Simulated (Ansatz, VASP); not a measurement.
One calculation of Cs2AgBiBr6, two programs

Contents of POSCAR:

```
Cs2AgBiBr6
1.0
    0.0000000000      5.7420113531      5.7420113531
    5.7420113531      0.0000000000      5.7420113531
    5.7420113531      5.7420113531      0.0000000000
Cs Ag Bi Br
2 1 1 6
Direct
    0.2500000000      0.2500000000      0.2500000000
    0.7500000000      0.7500000000      0.7500000000
    0.5000000000      0.5000000000      0.5000000000
    0.0000000000      0.0000000000      0.0000000000
    0.2513063765      0.7486936235      0.2513063765
    0.2513063765      0.7486936235      0.7486936235
    0.7486936235      0.2513063765      0.7486936235
    0.7486936235      0.2513063765      0.2513063765
    0.2513063765      0.2513063765      0.7486936235
    0.7486936235      0.7486936235      0.2513063765
```

File INCAR.step1:

```
SYSTEM = Cs2AgBiBr6
PREC = Accurate ; ENCUT = 520
ISMEAR = 0 ; SIGMA = 0.02
LREAL = .FALSE. ; LASPH = .TRUE.
NELM = 80 ; NBANDS = 54
GGA = PE ; ALGO = Normal
EDIFF = 1E-4 ; LWAVE = .TRUE.
LCHARG = .FALSE.
```

INCAR.step2

```
SYSTEM = Cs2AgBiBr6
PREC = Accurate ; ENCUT = 520
EDIFF = 1E-7 ; ISMEAR = 0
SIGMA = 0.02 ; LREAL = .FALSE.
LASPH = .TRUE. ; NELM = 80
ALGO = Normal ; ISIF = 2
LWAVE = .FALSE. ; LCHARG = .TRUE.
METAGGA = R2SCAN ; LMIXTAU = .TRUE.
LELF = .TRUE. ; LVHAR = .TRUE.
NBANDS = 54 ; ISTART = 1
```

File KPOINTS:

```
Automatic mesh
0
G
  4 4 4
  0 0 0
```

Input for Ansatz:

```yaml
crystal:
  lattice:
    - [0.0, 5.7420113531, 5.7420113531]
    - [5.7420113531, 0.0, 5.7420113531]
    - [5.7420113531, 5.7420113531, 0.0]
  atoms:
    - { symbol: Cs, position: [0.25, 0.25, 0.25] }
    - { symbol: Cs, position: [0.75, 0.75, 0.75] }
    - { symbol: Ag, position: [0.5, 0.5, 0.5] }
    - { symbol: Bi, position: [0.0, 0.0, 0.0] }
    - { symbol: Br, position: [0.2513063765, 0.7486936235, 0.2513063765] }
    - { symbol: Br, position: [0.2513063765, 0.7486936235, 0.7486936235] }
    - { symbol: Br, position: [0.7486936235, 0.2513063765, 0.7486936235] }
    - { symbol: Br, position: [0.7486936235, 0.2513063765, 0.2513063765] }
    - { symbol: Br, position: [0.2513063765, 0.2513063765, 0.7486936235] }
    - { symbol: Br, position: [0.7486936235, 0.7486936235, 0.2513063765] }
basis:
  ecutwfc: 500
kpoints:
  mp_grid: { grid: [4, 4, 4] }
  band_path:
    path:
      - [[0.0, 0.0, 0.0], [0.5, 0.0, 0.5], [0.625, 0.25, 0.625]]
      - [[0.375, 0.375, 0.75], [0.0, 0.0, 0.0], [0.5, 0.5, 0.5], [0.5, 0.25, 0.75], [0.5, 0.0, 0.5]]
    npoints: 14
hamiltonian:
  xc: r2scan
scf:
  occupations: { method: gaussian, width: 0.02 }
  n_extra_bands: 25
output:
  forces: true
  stress: true
  eigenvalues: true
  populations: true
  dos: { projected: true, de: 0.02, nscf_kmesh: { grid: [6, 6, 6] } }
  bader: true
  write_density: true
  write_potential: true
  elf: true
  volumetric_format: npy
```

Alike in both runs: task single point; functional r2SCAN; k mesh 4 × 4 × 4; occupations gaussian, width 0.02 eV; no spin polarisation.

```csv
,VASP,Ansatz
version,VASP 6.6.1,Ansatz 0.2.0
potentials or method,"VASP PAW PBE potentials, release 64 (Cs_sv, Ag, Bi_d, Br), cutoff 520 eV","scalar-relativistic, plane waves, PAW"
valence electrons in the cell,86,94
```

|  | VASP | Ansatz | Ansatz less VASP |
| --- | --- | --- | --- |
| gap on the k mesh at the Fermi level (eV) | 1.71 | 1.72 | +0.017 |
| least direct gap on the mesh (eV) | 2.78 | 2.79 | +0.015 |
| pressure (GPa) | -0.9 | -0.9 | 0.00 |
| rms of the force components (eV/Å) | 0.023 | 0.026 | +0.0030 |

VASP's potentials were made for PBE, not for r2SCAN. Atom by atom the forces differ by 0.003 eV/Å (rms over components). The functional is the same, so the differences come from potentials, cutoffs and numerics. VASP's potentials hold 86 valence electrons a cell and Ansatz's 94, so a difference there can come from the potentials and not from the codes.

Neither program's run includes spin-orbit coupling.
